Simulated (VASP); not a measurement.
A run of VASP 6.6.1 is set up as follows.

The input INCAR:

```
  PREC = Accurate
  ENCUT = 520
  EDIFF = 1E-7
  ISMEAR = 0
  SIGMA = 0.1
  LREAL = F
  LASPH = T
  NELM = 100
  ALGO = Normal
  ISIF = 2
  LWAVE = F
  LCHARG = F
  GGA = PE
  IVDW = 12
  NBANDS = 17
```

KPOINTS

```
regular mesh
0
Gamma
  10 10 10
```

Contents of POSCAR:

```
TePb
1.0
    4.0037434939      0.0000000000      0.0000000000
    0.0000000000      4.0037434939      0.0000000000
    0.0000000000      0.0000000000      4.0037434939
Te Pb
1 1
Direct
    0.5000000000      0.5000000000      0.5000000000
    0.0000000000      0.0000000000      0.0000000000
```

Potentials or basis: VASP PAW PBE potentials, release 64 (Te, Pb_d).

Run with:

```bash
$ cat potpaw_PBE.64/Te/POTCAR potpaw_PBE.64/Pb_d/POTCAR > POTCAR
$ mpirun -np 1 vasp_std > vasp.out
```

(1) Predict the dispersion energy per atom.

(2) What does it give for the pressure?

(3) What does it give for the band gap on the k mesh?

## Answers

(1) -0.422 eV.

(2) -1.8 GPa.

(3) zero (band 10 reaches 6.58 eV, above the bottom of band 11 at 5.34 eV).

Caveat: spin-orbit coupling is left out, which moves the levels of the heavy elements; pairwise dispersion overbinds metals, which lowers pressure and volume.
